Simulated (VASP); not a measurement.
# AlB2P3 (I-4m2) in VASP: a series of runs

The runs below take AlB2P3 through single point, relaxation of cell and atoms, with PBE.

All numbers are computed with VASP 6.6.1; they aren't measurements. Logs are shortened: lines on timing, memory, paths and dates and some standing lists are left out, and cuts for length are marked.

## 1. The cell of the first run

Symmetry: I-4m2, No. 119, tetragonal system. Conventional cell: a = 3.396 Å, b = 3.396 Å, c = 15.080 Å, α = 90.00°, β = 90.00°, γ = 90.00°. Al (site symmetry -4m2) has 4 P at 2.31 Å within 3.1 Å. Within 2.7 Å of B (site symmetry 2mm) lie 4 P at 2.02 to 2.03 Å. P (site symmetry 2mm) has 2 B at 2.02 Å and 2 Al at 2.31 Å within 2.7 Å. Within 2.7 Å of P (site symmetry -4m2) lie 4 B at 2.03 Å.

## 2. Single point, PBE

The input, INCAR:

```
SYSTEM = AlB2P3
  PREC = Accurate
  ENCUT = 520
  EDIFF = 1E-6
  ISMEAR = 0
  SIGMA = 0.1
  LREAL = .FALSE.
  LASPH = .TRUE.
  NELM = 80
  ALGO = Normal
  ISIF = 2
  LWAVE = .FALSE.
  LCHARG = .FALSE.
  GGA = PE
  NBANDS = 21
```

The input, KPOINTS:

```
regular mesh
0
G
  8 8 8
  0 0 0
```

The input, POSCAR:

```
AlB2P3
1.0
   -1.6978035659      1.6978035659      7.5401270761
    1.6978035659     -1.6978035659      7.5401270761
    1.6978035659      1.6978035659     -7.5401270761
Al B P
1 2 3
Direct
    0.5000000000      0.5000000000      0.0000000000
    0.8236041439      0.8236041439      0.0000000000
    0.1763958561      0.1763958561      0.0000000000
    0.3962104786      0.8962104786      0.5000000000
    0.1037895214      0.6037895214      0.5000000000
    0.7500000000      0.2500000000      0.5000000000
```

Potentials or basis: VASP PAW PBE potentials, release 64 (Al, B, P).

The run is started by

```console
cat potpaw_PBE.64/Al/POTCAR potpaw_PBE.64/B/POTCAR potpaw_PBE.64/P/POTCAR > POTCAR
mpirun -np 1 vasp_std > vasp.out
```

OUTCAR:

```text
SYSTEM = AlB2P3
   PREC = Accurate
   ENCUT = 520
   EDIFF = 1E-6
   ISMEAR = 0
   LREAL = .FALSE.
   LASPH = .TRUE.
   NELM = 80
   ISIF = 2
   GGA = PE

 ion  position               nearest neighbor table
   1  0.500  0.500  0.000-   5 2.31   4 2.31   5 2.31   4 2.31
   2  0.824  0.824  0.000-   4 2.02   4 2.02   6 2.03   6 2.03
   3  0.176  0.176  0.000-   5 2.02   5 2.02   6 2.03   6 2.03
   4  0.396  0.896  0.500-   2 2.02   2 2.02   1 2.31   1 2.31
   5  0.104  0.604  0.500-   3 2.02   3 2.02   1 2.31   1 2.31
   6  0.750  0.250  0.500-   2 2.03   3 2.03   2 2.03   3 2.03

  LATTYP: Found a body centered tetragonal cell.
 ALAT       =     3.3956071318
 C/A-ratio  =     4.4411068675

  Lattice vectors:

 A1 = (  -1.6978035659,   1.6978035659,   7.5401270761)
 A2 = (   1.6978035659,  -1.6978035659,   7.5401270761)
 A3 = (   1.6978035659,   1.6978035659,  -7.5401270761)

Analysis of symmetry for initial positions (statically):
=====================================================================
 Subroutine PRICEL returns:
 Original cell was already a primitive cell.

 Routine SETGRP: Setting up the symmetry group for a
 body centered tetragonal supercell.

 Subroutine GETGRP returns: Found  8 space group operations
 (whereof  8 operations were pure point group operations)
 out of a pool of 16 trial point group operations.

The static configuration has the point symmetry D_2d.

Analysis of symmetry for dynamics (positions and initial velocities):
=====================================================================
 Subroutine PRICEL returns:
 Original cell was already a primitive cell.

 Routine SETGRP: Setting up the symmetry group for a
 body centered tetragonal supercell.

 Subroutine GETGRP returns: Found  8 space group operations
 (whereof  8 operations were pure point group operations)
 out of a pool of 16 trial point group operations.

The dynamic configuration has the point symmetry D_2d.

 Subroutine INISYM returns: Found  8 space group operations
 (whereof  8 operations are pure point group operations),
 and found     1 'primitive' translations

----------------------------------------------------------------------------------------

                                     Primitive cell

  volume of cell :      86.9388

  direct lattice vectors                    reciprocal lattice vectors
    -1.697803566  1.697803566  7.540127076     0.000000000  0.294498145  0.066311880
     1.697803566 -1.697803566  7.540127076     0.294498145  0.000000000  0.066311880
     1.697803566  1.697803566 -7.540127076     0.294498145  0.294498145  0.000000000

  length of vectors
     7.913190900  7.913190900  7.913190900     0.301871533  0.301871533  0.416483270

  position of ions in fractional coordinates (direct lattice)
     0.500000000  0.500000000  0.000000000
     0.823604144  0.823604144  0.000000000
     0.176395856  0.176395856  0.000000000
     0.396210479  0.896210479  0.500000000
     0.103789521  0.603789521  0.500000000
     0.750000000  0.250000000  0.500000000

  ion indices of the primitive-cell ions
   primitive index   ion index
                 1           1
                 2           2
                 3           3
                 4           4
                 5           5
                 6           6

----------------------------------------------------------------------------------------

 KPOINTS: regular mesh

Automatic generation of k-mesh.
 Grid dimensions read from file:
 generate k-points for:    8    8    8

 Generating k-lattice:

  Cartesian coordinates                     Fractional coordinates (reciprocal lattice)
     0.000000000  0.036812268  0.008288985     0.125000000  0.000000000 -0.000000000
     0.036812268  0.000000000  0.008288985     0.000000000  0.125000000 -0.000000000
     0.036812268  0.036812268  0.000000000     0.000000000  0.000000000  0.125000000

  Length of vectors
     0.037733942  0.037733942  0.052060409

  Shift w.r.t. Gamma in fractional coordinates (k-lattice)
     0.000000000  0.000000000  0.000000000

 Subroutine IBZKPT returns following result:
 ===========================================

 Found     59 irreducible k-points:

 Following reciprocal coordinates:
            Coordinates               Weight
  0.000000  0.000000  0.000000      1.000000
  0.125000 -0.000000  0.000000      8.000000
  0.250000 -0.000000  0.000000      8.000000
  0.375000 -0.000000  0.000000      8.000000
  0.500000 -0.000000  0.000000      4.000000
  0.125000  0.125000  0.000000      8.000000
[... 16 lines left out ...]
  0.250000  0.125000  0.125000     16.000000
  0.375000  0.125000  0.125000      8.000000
 [... further k-points ...]
   k-points           NKPTS =     59   k-points in BZ     NKDIM =     59   number of bands    NBANDS=     21
   number of dos      NEDOS =    301   number of ions     NIONS =      6
   total plane-waves  NPLWV = 216000
   dimension x,y,z NGX =    60 NGY =   60 NGZ =   60
   dimension x,y,z NGXF=   120 NGYF=  120 NGZF=  120
   ions per type =               1   2   3
   NGX,Y,Z   is equivalent  to a cutoff of  12.61, 12.61, 12.61 a.u.
   NGXF,Y,Z  is equivalent  to a cutoff of  25.21, 25.21, 25.21 a.u.
 SYSTEM =  AlB2P3
   PREC   = accura    normal or accurate (medium, high low for compatibility)
   ISTART =      0    job   : 0-new  1-cont  2-samecut
   ICHARG =      2    charge: 1-file 2-atom 10-const
   ISPIN  =      1    spin polarized calculation?
   LNONCOLLINEAR =      F non collinear calculations
   LSORBIT =      F    spin-orbit coupling
   LASPH  =      T    aspherical Exc in radial PAW
   ENCUT  =  520.0 eV  38.22 Ry    6.18 a.u.  14.71 14.71 14.71*2*pi/ulx,y,z
   NELM   =     80;   NELMIN=  2; NELMDL= -5     # of ELM steps
   EDIFF  = 0.1E-05   stopping-criterion for ELM
   LREAL  =      F    real-space projection
   EDIFFG = 0.1E-04   stopping-criterion for IOM
   NSW    =      0    number of steps for IOM
   IBRION =     -1    ionic relax: 0-MD 1-quasi-New 2-CG
   NFREE  =      0    steps in history (QN), initial steepest desc. (CG)
   ISIF   =      2    stress and relaxation
   ISYM   =      2    0-nonsym 1-usesym 2-fastsym
   POTIM  = 0.5000    time-step for ionic-motion
   TEBEG  =    0.0;   TEEND  =   0.0 temperature during run
   PSTRESS=    0.0 pullay stress
   NELECT =      24.0000    total number of electrons
   NUPDOWN=      -1.0000    fix difference up-down
   EMIN   =  10.00;   EMAX   =-10.00  energy-range for DOS
   EFERMI =   0.00;   METHOD = LEGACY
   ISMEAR =     0;   SIGMA  =   0.10  broadening in eV -4-tet -1-fermi 0-gaus
   EFERMI_NEDOS =   21; number of points for ismear=-14 and -15
   IALGO  =     38    algorithm
   IMIX   =      4    mixing-type and parameters
     AMIX     =   0.40;   BMIX     =  1.00
     AMIX_MAG =   1.60;   BMIX_MAG =  1.00
  volume/ion in A,a.u.               =      14.49        97.78
  Fermi-wavevector in a.u.,A,eV,Ry     =   1.065960  2.014371 15.459889  1.136270
  Thomas-Fermi vector in A             =   2.201528
   LORBIT       =      0    0 simple, 1 ext, 2 COOP (PROOUT), +10 PAW based schemes
   GGA     = PE    functional components
   LHFCALC =     F    Hartree Fock is set to
   AEXX    =    0.0000 exact exchange contribution
   IVDW    =     0    specifies the selected vdW correction
   LEPSILON=     F    determine dielectric tensor
   LRPA    =     F    only Hartree local field effects (RPA)
 non-spin polarized calculation
 Gauss-broadening in eV      SIGMA  =   0.10
  energy-cutoff  :      520.00
  volume of cell :       86.94
 maximum number of plane-waves:      2364
   NGX = 29   NGY = 29   NGZ = 29

 number of electron      23.9999999 magnetization

 Free energy of the ion-electron system (eV)
  ---------------------------------------------------
  ext. energy  EPLUGINS =         0.00000000
  ---------------------------------------------------
  free energy    TOTEN  =       -34.95050990 eV

  energy without entropy =      -34.95050986  energy(sigma->0) =      -34.95050988

 E-fermi :   7.2522     XC(G=0): -10.2167

 val. band max:        6.9438063490   @ k =   0.0000   0.0000   0.0000
 cond. band min:       7.5666685230   @ k =   0.5000   0.5000   0.5000
 fundamental gap:      0.6228621740
 Fermi energy:         7.2521691937

 k-point     1 :       0.0000    0.0000    0.0000
  band No.  band energies     occupation
      1      -7.8135      2.00000
      2      -5.8468      2.00000
      3      -4.8667      2.00000
      4       0.8492      2.00000
      5       1.1866      2.00000
      6       2.6837      2.00000
[... 13 lines left out ...]
     20      11.7608      0.00000
     21      14.6212      0.00000

 k-point     2 :       0.1250   -0.0000    0.0000
  band No.  band energies     occupation
      1      -7.6455      2.00000
      2      -5.7533      2.00000
      3      -4.7035      2.00000
      4       0.3881      2.00000
      5       1.0605      2.00000
      6       2.4624      2.00000
[... 13 lines left out ...]
     20      12.3948      0.00000
     21      13.7655      0.00000

 k-point     3 :       0.2500   -0.0000    0.0000
  band No.  band energies     occupation
      1      -7.1514      2.00000
      2      -5.4719      2.00000
      3      -4.3633      2.00000
      4      -0.6359      2.00000
      5       0.2602      2.00000
      6       2.0491      2.00000
[... 13 lines left out ...]
     20      12.7791      0.00000
     21      12.9369      0.00000
[... 457 lines left out ...]
 k-point    23 :       0.2500    0.1250    0.1250
  band No.  band energies     occupation
      1      -5.7537      2.00000
      2      -4.5478      2.00000
      3      -3.9647      2.00000
      4      -1.0100      2.00000
      5      -0.3639      2.00000
      6       1.1313      2.00000
[... 13 lines left out ...]
     20      13.3315      0.00000
     21      13.8161      0.00000

 k-point    24 :       0.3750    0.1250    0.1250
  band No.  band energies     occupation
      1      -4.9727      2.00000
      2      -4.6887      2.00000
      3      -4.1477      2.00000
      4      -1.0839      2.00000
      5      -0.6137      2.00000
      6       0.6738      2.00000
[... 13 lines left out ...]
     20      13.2726      0.00000
     21      13.9661      0.00000

 [... further k-points ...]

------------------------ aborting loop because EDIFF is reached ----------------------------------------

  FORCE on cell =-STRESS in cart. coord.  units (eV):
  Direction    XX          YY          ZZ          XY          YZ          ZX
  --------------------------------------------------------------------------------------
  -------------------------------------------------------------------------------------
  Total       -0.1148550     -0.1148550     -0.0683875      0.0000000      0.0000000     -0.0000000
  in kB       -2.1166395     -2.1166395     -1.2603001      0.0000000      0.0000000     -0.0000000
  external PRESSURE =      -1.8311930 kB  Pullay stress =       0.0000000 kB

 VOLUME and BASIS-vectors are now :
 -----------------------------------------------------------------------------
  energy-cutoff  :      520.00
  volume of cell :       86.94
      direct lattice vectors                 reciprocal lattice vectors
    -1.697803566  1.697803566  7.540127076     0.000000000  0.294498145  0.066311880
     1.697803566 -1.697803566  7.540127076     0.294498145  0.000000000  0.066311880
     1.697803566  1.697803566 -7.540127076     0.294498145  0.294498145  0.000000000

 POSITION                                       TOTAL-FORCE (eV/Angst)
 -----------------------------------------------------------------------------------
      0.00000      0.00000      7.54013         0.000000     -0.000000      0.000000
      0.00000      0.00000     12.42016         0.000000     -0.000000     -0.001430
      0.00000      0.00000      2.66009         0.000000     -0.000000      0.001430
      1.69780     -0.00000      5.97495        -0.000000      0.000000      0.010472
      1.69780      0.00000      1.56517        -0.000000      0.000000     -0.010472
      0.00000      1.69780      3.77006         0.000000     -0.000000      0.000000
 -----------------------------------------------------------------------------------
    total drift:                                0.000000     -0.000000      0.000000

  FREE ENERGIE OF THE ION-ELECTRON SYSTEM (eV)
  ---------------------------------------------------
  free  energy   TOTEN  =       -34.9505098959 eV

  energy  without entropy=      -34.9505098608  energy(sigma->0) =      -34.95050988
```

It took 7.3 min on 1 thread of Intel Xeon Platinum 8259CL at 2.50GHz (Skylake/Cascade Lake), shared host; peak memory 0.5 GiB.

Results:

| Quantity | Value |
| --- | --- |
| Free energy | -34.9505 eV |
| Pressure | -0.2 GPa |
| Largest force | 0.010 eV/Å |
| Band gap on the k mesh | 0.62 eV (least direct gap 0.74 eV) |

Forces on the atoms (eV/Å):
```
Al   0.000  0.000  0.000
B    0.000  0.000 -0.001
B    0.000  0.000  0.001
P    0.000  0.000  0.010
P    0.000  0.000 -0.010
P    0.000  0.000  0.000
```

Stress tensor (GPa, compression positive):
```
-0.21  0.00  0.00
 0.00 -0.21  0.00
 0.00  0.00 -0.13
```

Caveat: semilocal functionals underestimate gaps, and a narrow one can read as zero. A k mesh can miss the band edges.

## 3. Single point, PBE

This run uses another cell than the first one, of 15.19 Å³/atom.

The input, INCAR:

```
PREC = Accurate
ENCUT = 520
EDIFF = 1E-7
ISMEAR = 0
SIGMA = 0.1
LREAL = False
LASPH = True
NELM = 80
ALGO = Normal
ISIF = 2
LWAVE = False
LCHARG = True
GGA = PE
LELF = True
LVHAR = True
NBANDS = 21
```

The input, KPOINTS:

```
Automatic mesh
0
Gamma
  8 8 8
```

The input, POSCAR:

```
AlB2P3
1.0
   -1.7513075000      1.7513075000      7.4301684400
    1.7513075000     -1.7513075000      7.4301684400
    1.7513075000      1.7513075000     -7.4301684400
Al B P
1 2 3
Direct
    0.5000000000      0.5000000000      0.0000000000
    0.8333333300      0.8333333300      0.0000000000
    0.1666666700      0.1666666700      0.0000000000
    0.4166666700      0.9166666700      0.5000000000
    0.0833333300      0.5833333300      0.5000000000
    0.7500000000      0.2500000000      0.5000000000
```

Potentials or basis: VASP PAW PBE potentials, release 64 (Al, B, P).

The run is started by

```console
cat potpaw_PBE.64/Al/POTCAR potpaw_PBE.64/B/POTCAR potpaw_PBE.64/P/POTCAR > POTCAR
mpirun -np 1 vasp_std > vasp.out
```

It took 8.4 min on 1 thread of Intel Xeon Platinum 8259CL at 2.50GHz (Skylake/Cascade Lake), shared host; peak memory 0.52 GiB.

It converged, with:

```yaml
Free_energy: -33.3541 eV
Pressure: 0.8 GPa
Largest_force: 4.935 eV/Å
Band_gap_on_the_k_mesh: 1.27 eV (least direct gap 1.48 eV)
```

Forces on the atoms (eV/Å):
```
Al   0.000  0.000  0.000
B    0.000  0.000 -0.353
B    0.000  0.000  0.353
P    0.000  0.000 -4.935
P    0.000  0.000  4.935
P    0.000  0.000  0.000
```

Stress tensor (GPa, compression positive):
```
1.20 0.00 0.00
0.00 1.20 0.00
0.00 0.00 0.05
```

Levels at points of the mesh, in eV from the valence-band top:
```csv
k point,band 9,band 10,band 11,band 12,band 13,band 14,band 15,band 16
"(0.00, 0.00, 0.00)",-2.59,-0.31,0.00,0.00,1.48,1.62,2.93,3.04
"(0.50, 0.00, 0.00)",-1.68,-1.51,-1.39,-1.10,2.31,3.28,3.79,4.05
"(0.50, 0.50, 0.00)",-4.01,-3.92,-3.20,-3.16,1.36,1.43,3.33,3.93
"(0.50, 0.50, 0.50)",-1.59,-1.59,-0.99,-0.99,1.53,1.63,2.31,2.46
```

Caveat: forces of over 1 eV/Å act on the atoms, so gaps and moduli don't describe the material at rest.

## 4. Single point, PBE

The input, INCAR:

```
SYSTEM = AlB2P3
  ALGO = Normal
  EDIFF = 1E-6
  ENCUT = 520
  GGA = PE
  ISIF = 2
  ISMEAR = 0
  LASPH = .TRUE.
  LCHARG = .FALSE.
  LREAL = .FALSE.
  LWAVE = .FALSE.
  NBANDS = 21
  NELM = 60
  PREC = Accurate
  SIGMA = 0.02
```

The input, KPOINTS:

```
k-points
0
G
  12 12 12
  0 0 0
```

The input, POSCAR:

```
AlB2P3
1.0
   -1.6972375411      1.6972375411      7.5432650510
    1.6972375411     -1.6972375411      7.5432650510
    1.6972375411      1.6972375411     -7.5432650510
Al B P
1 2 3
Direct
    0.5000000000      0.5000000000      0.0000000000
    0.8236032427      0.8236032427      0.0000000000
    0.1763967573      0.1763967573      0.0000000000
    0.3962312610      0.8962312610      0.5000000000
    0.1037687390      0.6037687390      0.5000000000
    0.7500000000      0.2500000000      0.5000000000
```

The run is started by

```console
cat potpaw_PBE.64/Al/POTCAR potpaw_PBE.64/B/POTCAR potpaw_PBE.64/P/POTCAR > POTCAR
mpirun -np 1 vasp_std > vasp.out
```

Run time: 18 min. Hardware: 1 thread of Intel Xeon Platinum 8259CL at 2.50GHz (Skylake/Cascade Lake), shared host; peak memory 0.63 GiB.

Results (log left out):

```
Free energy            : -34.9536 eV
Pressure               : -0.2 GPa
Band gap on the k mesh : 0.63 eV (least direct gap 0.74 eV)
```

Levels at points of the mesh, in eV from the valence-band top:
| k point | band 10 | band 11 | band 12 | band 13 | band 14 | band 15 |
| --- | --- | --- | --- | --- | --- | --- |
| (0.00, 0.00, 0.00) | -0.71 | 0.00 | 0.00 | 0.74 | 0.84 | 2.06 |
| (0.50, 0.00, 0.00) | -2.73 | -2.12 | -0.44 | 1.75 | 2.61 | 3.03 |
| (0.50, 0.50, 0.00) | -4.77 | -3.95 | -3.79 | 0.71 | 1.01 | 2.36 |
| (0.50, 0.50, 0.50) | -2.44 | -0.53 | -0.53 | 0.63 | 0.89 | 1.82 |

Caveat: semilocal functionals underestimate gaps, and a narrow one can read as zero. A k mesh can miss the band edges.

[end of part 1 of 2]
